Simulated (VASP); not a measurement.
# Si9C3N8 in VASP: notebook

The runs below take Si9C3N8 through single point, with PBE.

Everything below comes from runs of VASP 6.6.1. Logs are shortened: lines on timing, memory, paths and dates and some standing lists are left out, and cuts for length are marked.

**1. The cell of the first run**

The cell holds a disordered packing, 20 atoms: a = 6.543 Å, b = 5.881 Å, c = 6.253 Å, α = 90.57°, β = 90.94°, γ = 91.95°.

**2. Single point, PBE**

Input file INCAR:

```
SYSTEM = Si9C3N8
PREC = Accurate ; ENCUT = 520
EDIFF = 1E-6 ; ISMEAR = -1
SIGMA = 0.2482 ; LREAL = Auto
LASPH = .TRUE. ; NELM = 120
ALGO = Normal ; ISIF = 2
LWAVE = .FALSE. ; LCHARG = .FALSE.
GGA = PE ; ISYM = -1
NBANDS = 60 ; GGA_COMPAT = .FALSE.
```

Input file KPOINTS:

```
explicit points
1
Reciprocal
  0.25000000   0.25000000   0.25000000 1
```

Input file POSCAR:

```
Si9C3N8
1.0
    6.5417270000     -0.1058040000     -0.0528750000
   -0.1058040000      5.8803450000     -0.0308140000
   -0.0528750000     -0.0308140000      6.2531300000
Si C N
9 3 8
Direct
    0.7855230354      0.8223963556      0.7539371246
    0.7548698261      0.8662453166      0.2518033729
    0.1417630587      0.9952146869      0.8723505296
    0.3282411550      1.1566742958      0.1669268851
    0.4200424225      0.5890411485      0.1360746469
    0.4034629022      0.7160656365      0.5711688302
    0.6373164483      0.3395995683      0.5900562644
    0.0372298863      0.3323308033      0.4741905208
    1.0802624584      0.6948436253      0.4291604027
    0.2127133395      0.8163421185      0.1537084602
    0.3269422645      0.4386920494      0.6948400128
    0.7817027781      0.2435795745      0.9930113712
    0.2690729305      0.2930627716      0.8362825765
    0.5409838147      0.5891726951      0.3632264620
    0.1915681191      0.4459110272      0.1599275030
    0.2030563770      0.8311381937      0.6435108975
    0.6130124811      0.9959491075      0.5661446685
    0.7314252062      0.1971040218      0.1824799214
    0.8030414132      0.3876512369      0.8579223365
    0.6583036406      0.7556380669     -0.0231268123
```

Potentials or basis: VASP PAW PBE potentials, release 64 (Si, C, N).

On the command line:

```bash
cat potpaw_PBE.64/Si/POTCAR potpaw_PBE.64/C/POTCAR potpaw_PBE.64/N/POTCAR > POTCAR
mpirun -np 1 vasp_std > vasp.out
```

OUTCAR:

```text
SYSTEM = Si9C3N8
   PREC = Accurate
   ENCUT = 520
   EDIFF = 1E-6
   ISMEAR = -1
   LREAL = Auto
   LASPH = .TRUE.
   NELM = 120
   ISIF = 2
   GGA = PE
   ISYM = -1

 ion  position               nearest neighbor table
   1  0.786  0.822  0.754-  20 1.68  17 1.94   3 2.60   6 2.78   9 2.93   7 3.13   2 3.13
   2  0.755  0.866  0.252-  20 1.92  18 2.01  14 2.24  17 2.32   9 2.62   5 2.77   1 3.13
   3  0.142  0.995  0.872-  16 1.78  13 1.93  10 2.11   4 2.37   1 2.60   6 3.07
   4  0.328  0.157  0.167-  15 1.95  10 2.12  13 2.26   3 2.37   5 2.60   8 2.93
   5  0.420  0.589  0.136-  14 1.61  15 1.70  10 1.94  20 2.09   4 2.60   2 2.77   6 2.82   9 2.98

   6  0.403  0.716  0.571-  16 1.57  14 1.77  11 1.87  17 2.11   9 2.28   7 2.74   1 2.78   5 2.82
                             3 3.07
   7  0.637  0.340  0.590-  19 1.99  17 2.03  14 2.15  11 2.24   8 2.73   6 2.74   1 3.13
   8  0.037  0.332  0.474-   9 2.16  15 2.32  11 2.39   7 2.73   4 2.93
   9  0.080  0.695  0.429-  16 1.73  10 2.06   8 2.16   6 2.28  15 2.36   2 2.62   1 2.93   5 2.98

  10  0.213  0.816  0.154-   5 1.94   9 2.06   3 2.11   4 2.12
  11  0.327  0.439  0.695-  13 1.29   6 1.87   7 2.24   8 2.39
  12  0.782  0.244  0.993-  19 1.21  18 1.26
  13  0.269  0.293  0.836-  11 1.29   3 1.93   4 2.26
  14  0.541  0.589  0.363-   5 1.61   6 1.77   7 2.15   2 2.24
  15  0.192  0.446  0.160-   5 1.70   4 1.95   8 2.32   9 2.36
  16  0.203  0.831  0.644-   6 1.57   9 1.73   3 1.78
  17  0.613  0.996  0.566-   1 1.94   7 2.03   6 2.11   2 2.32
  18  0.731  0.197  0.182-  12 1.26   2 2.01
  19  0.803  0.388  0.858-  12 1.21   7 1.99
  20  0.658  0.756  0.977-   1 1.68   2 1.92   5 2.09

IMPORTANT INFORMATION: All symmetrisations will be switched off!
NOSYMM: (Re-)initialisation of all symmetry stuff for point group C_1.

----------------------------------------------------------------------------------------

                                     Primitive cell

  volume of cell :     240.4500

  direct lattice vectors                    reciprocal lattice vectors
     6.541727000 -0.105804000 -0.052875000     0.152920006  0.002758309  0.001306648
    -0.105804000  5.880345000 -0.030814000     0.002758309  0.170112194  0.000861598
    -0.052875000 -0.030814000  6.253130000     0.001306648  0.000861598  0.159935207

  length of vectors
     6.542796221  5.881377501  6.253429464     0.152950462  0.170136737  0.159942865

  position of ions in fractional coordinates (direct lattice)
     0.785523035  0.822396356  0.753937125
     0.754869826  0.866245317  0.251803373
     0.141763059  0.995214687  0.872350530
     0.328241155  0.156674296  0.166926885
     0.420042423  0.589041149  0.136074647
     0.403462902  0.716065636  0.571168830
[... 12 lines left out ...]
     0.803041413  0.387651237  0.857922337
     0.658303641  0.755638067  0.976873188

  ion indices of the primitive-cell ions
   primitive index   ion index
                 1           1
                 2           2
                 3           3
                 4           4
                 5           5
                 6           6
[... 12 lines left out ...]
                19          19
                20          20

----------------------------------------------------------------------------------------

 KPOINTS: explicit points

Read explicit list of k-points.

 Found      1 k-points:

 Following reciprocal coordinates:
            Coordinates               Weight
  0.250000  0.250000  0.250000      1.000000
   k-points           NKPTS =      1   k-points in BZ     NKDIM =      1   number of bands    NBANDS=     60
   number of dos      NEDOS =    301   number of ions     NIONS =     20
   total plane-waves  NPLWV = 115200
   dimension x,y,z NGX =    50 NGY =   48 NGZ =   48
   dimension x,y,z NGXF=   100 NGYF=   96 NGZF=   96
   ions per type =               9   3   8
   NGX,Y,Z   is equivalent  to a cutoff of  12.70, 13.57, 12.76 a.u.
   NGXF,Y,Z  is equivalent  to a cutoff of  25.41, 27.14, 25.52 a.u.
 SYSTEM =  Si9C3N8
   PREC   = accura    normal or accurate (medium, high low for compatibility)
   ISTART =      0    job   : 0-new  1-cont  2-samecut
   ICHARG =      2    charge: 1-file 2-atom 10-const
   ISPIN  =      1    spin polarized calculation?
   LNONCOLLINEAR =      F non collinear calculations
   LSORBIT =      F    spin-orbit coupling
   LASPH  =      T    aspherical Exc in radial PAW
   ENCUT  =  520.0 eV  38.22 Ry    6.18 a.u.  12.17 10.94 11.63*2*pi/ulx,y,z
   NELM   =    120;   NELMIN=  2; NELMDL= -5     # of ELM steps
   EDIFF  = 0.1E-05   stopping-criterion for ELM
   LREAL  =      T    real-space projection
   EDIFFG = 0.1E-04   stopping-criterion for IOM
   NSW    =      0    number of steps for IOM
   IBRION =     -1    ionic relax: 0-MD 1-quasi-New 2-CG
   NFREE  =      0    steps in history (QN), initial steepest desc. (CG)
   ISIF   =      2    stress and relaxation
   ISYM   =     -1    0-nonsym 1-usesym 2-fastsym
   POTIM  = 0.5000    time-step for ionic-motion
   TEBEG  =    0.0;   TEEND  =   0.0 temperature during run
   PSTRESS=    0.0 pullay stress
   NELECT =      88.0000    total number of electrons
   NUPDOWN=      -1.0000    fix difference up-down
   EMIN   =  10.00;   EMAX   =-10.00  energy-range for DOS
   EFERMI =   0.00;   METHOD = LEGACY
   ISMEAR =    -1;   SIGMA  =   0.25  broadening in eV -4-tet -1-fermi 0-gaus
   EFERMI_NEDOS =   21; number of points for ismear=-14 and -15
   IALGO  =     38    algorithm
   IMIX   =      4    mixing-type and parameters
     AMIX     =   0.40;   BMIX     =  1.00
     AMIX_MAG =   1.60;   BMIX_MAG =  1.00
  volume/ion in A,a.u.               =      12.02        81.13
  Fermi-wavevector in a.u.,A,eV,Ry     =   1.171011  2.212889 18.657203  1.371266
  Thomas-Fermi vector in A             =   2.307461
   LORBIT       =      0    0 simple, 1 ext, 2 COOP (PROOUT), +10 PAW based schemes
   GGA     = PE    functional components
   LHFCALC =     F    Hartree Fock is set to
   AEXX    =    0.0000 exact exchange contribution
   IVDW    =     0    specifies the selected vdW correction
   LEPSILON=     F    determine dielectric tensor
   LRPA    =     F    only Hartree local field effects (RPA)
 non-spin polarized calculation
  energy-cutoff  :      520.00
  volume of cell :      240.45
 maximum number of plane-waves:      6468
 NGX is ok and might be reduce to    48
   NGX = 25   NGY = 21   NGZ = 23

 number of electron      88.0000000 magnetization

 Free energy of the ion-electron system (eV)
  ---------------------------------------------------
  ext. energy  EPLUGINS =         0.00000000
  ---------------------------------------------------
  free energy    TOTEN  =      -129.48425323 eV

  energy without entropy =     -128.26378081  energy(sigma->0) =     -128.87401702

 E-fermi :   6.8864     XC(G=0): -10.5541

 val. band max:        6.8383894507   @ k =   0.2500   0.2500   0.2500
 cond. band min:       7.0623805534   @ k =   0.2500   0.2500   0.2500
 fundamental gap:      0.2239911027
 Fermi energy:         6.8863532836

 k-point     1 :       0.2500    0.2500    0.2500
  band No.  band energies     occupation
      1     -12.8736      2.00000
      2     -12.1987      2.00000
      3     -11.4425      2.00000
      4     -10.6588      2.00000
      5     -10.5118      2.00000
      6      -9.3101      2.00000
[... 48 lines left out ...]
     55      10.2821      0.00000
     56      10.4605      0.00000
 [bands above 56 left out]

------------------------ aborting loop because EDIFF is reached ----------------------------------------

  FORCE on cell =-STRESS in cart. coord.  units (eV):
  Direction    XX          YY          ZZ          XY          YZ          ZX
  --------------------------------------------------------------------------------------
  -------------------------------------------------------------------------------------
  Total        8.5329821     -3.7352594      6.4383664     -4.2511791      7.6917230      5.1700582
  in kB       56.8573576    -24.8889515     42.9004183    -28.3266517     51.2518417     34.4493686
  external PRESSURE =      24.9562748 kB  Pullay stress =       0.0000000 kB

 VOLUME and BASIS-vectors are now :
 -----------------------------------------------------------------------------
  energy-cutoff  :      520.00
  volume of cell :      240.45
      direct lattice vectors                 reciprocal lattice vectors
     6.541727000 -0.105804000 -0.052875000     0.152920006  0.002758309  0.001306648
    -0.105804000  5.880345000 -0.030814000     0.002758309  0.170112194  0.000861598
    -0.052875000 -0.030814000  6.253130000     0.001306648  0.000861598  0.159935207

 POSITION                                       TOTAL-FORCE (eV/Angst)
 -----------------------------------------------------------------------------------
      5.01180      4.72963      4.64759        -0.543583      1.975879     -0.781277
      4.83319      5.00619      1.50795        -1.225411      0.325570      0.529661
      0.77595      5.81033      5.41676        -2.037558     -1.057928     -0.942672
      2.12186      0.88143      1.02163        -0.483062      0.574189      1.511621
      2.67828      3.41513      0.81053         0.000007      3.300662     -3.637511
      2.53338      4.15043      3.52819         7.921755     -0.536427      0.263622
[... 12 lines left out ...]
      5.16690      2.16812      5.31029        -0.182436     -0.114755     -3.468209
      4.17484      4.34366      6.05042        -1.767464     -0.177064      3.998735
 -----------------------------------------------------------------------------------
    total drift:                                0.004317      0.001925      0.005030

  FREE ENERGIE OF THE ION-ELECTRON SYSTEM (eV)
  ---------------------------------------------------
  free  energy   TOTEN  =      -129.4842532346 eV

  energy  without entropy=     -128.2637808105  energy(sigma->0) =     -128.87401702
```

Wall time 31 s (1 thread of AMD EPYC 7R13 (Zen 3), shared host); peak memory 0.28 GiB.

What came out:

```
Free energy   : -129.4843 eV
Pressure      : 2.5 GPa
Largest force : 7.944 eV/Å
```

Forces in eV/Å, atoms in the order of the input:
```
Si  -0.544  1.976 -0.781
Si  -1.225  0.326  0.530
Si  -2.038 -1.058 -0.943
Si  -0.483  0.574  1.512
Si   0.000  3.301 -3.638
Si   7.922 -0.536  0.264
Si   0.869 -1.509 -0.481
Si  -0.219 -1.690 -0.720
Si  -4.069  2.906 -3.043
C    0.656  3.022 -1.316
C    1.211 -2.983 -0.104
C   -0.369  0.274  2.068
N    0.329 -1.566 -0.194
N    2.560  1.399  3.070
N   -1.300 -3.459  1.116
N   -2.754  3.470  1.067
N    0.456 -1.150  0.362
N    0.947 -3.005  0.702
N   -0.182 -0.115 -3.468
N   -1.767 -0.177  3.999
```

Caveat: the atoms stand as in a frame of molecular dynamics.

**3. Single point, PBE**

Input file INCAR:

```
  ALGO = Normal
  EDIFF = 1E-6
  ENCUT = 520
  GGA = PE
  GGA_COMPAT = False
  ISIF = 2
  ISMEAR = -1
  ISYM = -1
  LASPH = True
  LCHARG = False
  LREAL = Auto
  LWAVE = False
  NBANDS = 60
  NELM = 120
  PREC = Accurate
  SIGMA = 0.2482
```

KPOINTS is that of step 2.

Input file POSCAR:

```
Si9C3N8
1.0
    6.5417270000     -0.1058040000     -0.0528750000
   -0.1058040000      5.8803450000     -0.0308140000
   -0.0528750000     -0.0308140000      6.2531300000
Si C N
9 3 8
Direct
    0.8605604287      0.7125878298      0.8646571899
    0.7532096177      0.8134820161      0.4187809295
    0.1808384442      0.9577153109      0.8186216938
    0.4897616368      1.1249998502      0.1569255544
    0.4827751235      0.5855147460      0.1281940062
    0.4502508637      0.6576336022      0.6114792650
    0.6520944325      0.2858521864      0.5934080600
    0.0338215643      0.2410570600      0.3132414083
    1.1342820666      0.8696379497      0.2942685004
    0.3191062522      0.8355845911      0.0787289640
    0.3708327471      0.3407235430      0.6667551829
    0.9620073967      0.5117224867      1.0697584022
    0.2303343615      0.2262447509      0.7721780029
    0.5645213027      0.5422398133      0.4117466999
    0.3031019098      0.2158482905      0.3279684994
    0.2314040249      0.8017287621      0.5629663797
    0.6366888365      0.7813678719      0.7527887621
    0.6435661792      0.0861916883      0.3555522550
    0.8948047237      0.3048107426      1.0428184346
    0.7431546276      0.7030289249      0.1323389141
```

Potentials or basis: VASP PAW PBE potentials, release 64 (Si, C, N).

On the command line:

```bash
cat potpaw_PBE.64/Si/POTCAR potpaw_PBE.64/C/POTCAR potpaw_PBE.64/N/POTCAR > POTCAR
mpirun -np 1 vasp_std > vasp.out
```

OUTCAR:

```text
EDIFF = 1E-6
   ENCUT = 520
   GGA = PE
   ISIF = 2
   ISMEAR = -1
   ISYM = -1
   LASPH = True
   LREAL = Auto
   NELM = 120
   PREC = Accurate

 ion  position               nearest neighbor table
   1  0.861  0.713  0.865-  17 1.68  20 1.85  12 1.88   3 2.52   2 2.94   5 3.07   6 3.10
   2  0.753  0.813  0.419-  18 1.82  20 1.90  14 1.98  17 2.24   6 2.49   9 2.64   5 2.81   1 2.94
                             4 3.03   7 3.07   8 3.14
   3  0.181  0.958  0.819-  13 1.63  16 1.88  10 2.00   1 2.52   6 2.85   4 3.03   9 3.04
   4  0.490  0.125  0.157-  18 1.61  15 1.73  10 2.05   5 2.72   9 2.87   2 3.03   3 3.03   7 3.04

[... 232 lines left out ...]
  Total       16.9986483      3.0339203      4.1498395     -3.5594135      0.8489451     -4.4861797
  in kB      113.2661730     20.2157567     27.6514009    -23.7172472      5.6567297    -29.8925180
  external PRESSURE =      53.7111102 kB  Pullay stress =       0.0000000 kB

 VOLUME and BASIS-vectors are now :
 -----------------------------------------------------------------------------
  energy-cutoff  :      520.00
  volume of cell :      240.45
      direct lattice vectors                 reciprocal lattice vectors
     6.541727000 -0.105804000 -0.052875000     0.152920006  0.002758309  0.001306648
    -0.105804000  5.880345000 -0.030814000     0.002758309  0.170112194  0.000861598
    -0.052875000 -0.030814000  6.253130000     0.001306648  0.000861598  0.159935207

 POSITION                                       TOTAL-FORCE (eV/Angst)
 -----------------------------------------------------------------------------------
      5.50844      4.07257      5.33935         0.885321      2.596633      1.949685
      4.81908      4.69096      2.55380         0.570255     -0.193442     -2.793117
      1.03838      5.58734      5.07987        -1.835887     -4.104900     -0.682056
      3.18236      0.67839      0.95153        -2.537450      1.025346     -1.996597
      3.08946      3.38800      0.75804         2.385430     -1.478368      0.423693
      2.84351      3.80063      3.77959        -5.066550     -0.641165      1.740536
[... 12 lines left out ...]
      5.81905      1.69640      0.21104         1.382175     -0.498868      1.915141
      4.78013      4.05135      0.76657         0.234654      1.162490     -1.323977
 -----------------------------------------------------------------------------------
    total drift:                                0.002800     -0.012884     -0.000927

  FREE ENERGIE OF THE ION-ELECTRON SYSTEM (eV)
  ---------------------------------------------------
  free  energy   TOTEN  =      -134.0206495988 eV

  energy  without entropy=     -132.7753575263  energy(sigma->0) =     -133.39800356
```

stdout:

```text
POSCAR found type information on POSCAR SiC N
 POSCAR found :  3 types and      20 ions
 scaLAPACK will be used
 LDA part: xc-table for (Slater+PW92), standard interpolation
 POSCAR, INCAR and KPOINTS ok, starting setup
 FFT: planning ... GRIDC
 FFT: planning ... GRID_SOFT
 FFT: planning ... GRID
 WAVECAR not read
 entering main loop
```

Run time: 28 s. Hardware: 1 thread of AMD EPYC 7R13 (Zen 3), shared host; peak memory 0.28 GiB.

Results:

| Quantity | Value |
| --- | --- |
| Free energy | -134.0206 eV |
| Pressure | 5.4 GPa |
| Largest force | 6.319 eV/Å |

Forces on the atoms (eV/Å):
```
Si   0.885  2.597  1.950
Si   0.570 -0.193 -2.793
Si  -1.836 -4.105 -0.682
Si  -2.537  1.025 -1.997
Si   2.385 -1.478  0.424
Si  -5.067 -0.641  1.741
Si   0.958 -0.616 -2.398
Si  -0.500  0.924 -0.487
Si  -0.329 -0.372  2.884
C    0.717  1.068 -1.302
C   -1.944 -1.573  2.974
C   -0.469 -1.452 -0.496
N    1.748  2.833 -1.276
N    2.041  1.095 -2.892
N   -3.547  0.845 -0.264
N    1.029  0.197  0.485
N    0.636  1.453 -1.100
N    3.642 -2.272  4.637
N    1.382 -0.499  1.915
N    0.235  1.162 -1.324
```

Stress tensor (GPa, compression positive):
```
11.33 -2.37 -2.99
-2.37  2.02  0.57
-2.99  0.57  2.77
```

Levels at points of the mesh, in eV from the Fermi level:
```csv
k point,band 41,band 42,band 43,band 44,band 45,band 46,band 47,band 48
"(0.25, 0.25, 0.25)",-1.19,-0.64,-0.53,-0.20,0.23,0.35,0.97,1.71
```

Caveat: the atoms stand as in a frame of molecular dynamics.
